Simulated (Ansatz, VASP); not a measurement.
MgO: VASP beside Ansatz

```xyz
2
Lattice="0.0000 2.2820 2.2820 2.2820 0.0000 2.2820 2.2820 2.2820 0.0000" Properties=species:S:1:pos:R:3 pbc="T T T"
Mg    0.0000    0.0000    0.0000
O     1.1410    1.1410    1.1410
```

Alike in both runs: task single point; functional PBE-based screened hybrid; k mesh 4 × 4 × 4; no spin polarisation.

```csv
,VASP,Ansatz
version,VASP 6.6.1,Ansatz 0.2.0
potentials or method,"VASP PAW PBE potentials, release 64 (Mg, O)",plane waves
plane-wave cutoff (eV),520,420
occupations,"gaussian, width 0.01 eV",fixed
valence electrons in the cell,8,16
```

```csv
,VASP,Ansatz,Ansatz less VASP
gap on the k mesh at the Fermi level (eV),6.64,6.70,+0.055
pressure (GPa),-5.5,-6.0,-0.44
```

VASP's potentials were made for PBE, not for PBE-based screened hybrid. VASP's potentials hold 8 valence electrons a cell and Ansatz's 16, so a difference there can come from the potentials and not from the codes. Ansatz's warnings: stress exchange threshold loose, stress scf threshold loose.

The k mesh is coarse, so the values compare programs but aren't converged.
